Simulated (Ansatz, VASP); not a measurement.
## PtS2: VASP beside Ansatz

INCAR

```
PREC = Accurate
ENCUT = 520
EDIFF = 1E-6
ISMEAR = 0
SIGMA = 0.05
LREAL = F
LASPH = T
NELM = 80
ALGO = Normal
ISIF = 2
LWAVE = F
LCHARG = F
GGA = PE
IBRION = 2
NSW = 50
EDIFFG = -0.01
```

File KPOINTS:

```
Automatic mesh
0
Gamma
  12 12 6
```

POSCAR

```
PtS2
1.0
    3.4786160478      0.0000000000      0.0000000000
   -1.7393080239      3.0125698674      0.0000000000
    0.0000000000      0.0000000000      5.7689368536
Pt S
1 2
Direct
    0.0000000000      0.0000000000      0.0000000000
    0.3333333333      0.6666666667      0.1889525212
    0.6666666667      0.3333333333      0.8110474788
```

Input for Ansatz:

```yaml
crystal:
  lattice:
    - [3.4786160478, 0.0, 0.0]
    - [-1.7393080239, 3.0125698674, 0.0]
    - [0.0, 0.0, 5.7689368536]
  atoms:
    - { symbol: Pt, position: [0.0, 0.0, 0.0] }
    - { symbol: S, position: [0.3333333333, 0.6666666667, 0.1889525212] }
    - { symbol: S, position: [0.6666666667, 0.3333333333, 0.8110474788] }
basis:
  ecutwfc: 420
kpoints:
  mp_grid: { grid: [12, 12, 6] }
hamiltonian:
  xc: pbe
  pseudopotentials: { kind: paw }
scf:
  occupations: { method: gaussian, width: 0.05 }
output:
  forces: true
  stress: true
  eigenvalues: true
relax:
  adjacent_minimum: "off"
  f_tol: 0.01
  max_steps: 30
```

Alike in both runs: task relaxation of the atoms; functional PBE; k mesh 12 × 12 × 6; occupations gaussian, width 0.05 eV; no spin polarisation.

|  | VASP | Ansatz |
| --- | --- | --- |
| version | VASP 6.6.1 | Ansatz 0.2.0 |
| potentials or method | VASP PAW PBE potentials, release 64 (Pt, S), cutoff 520 eV | scalar-relativistic, plane waves, PAW |
| valence electrons in the cell | 22 | 30 |

Ansatz gave:

- gap on the k mesh at the Fermi level, each at its own relaxed structure (eV): 1.18

Task: What did VASP give for the same quantities?

Result: gap on the k mesh at the Fermi level, each at its own relaxed structure (eV): 1.19.

VASP's potentials hold 22 valence electrons a cell and Ansatz's 30, so a difference there can come from the potentials and not from the codes. Ansatz's warnings: stress scf threshold loose.

Spin-orbit coupling is off throughout.
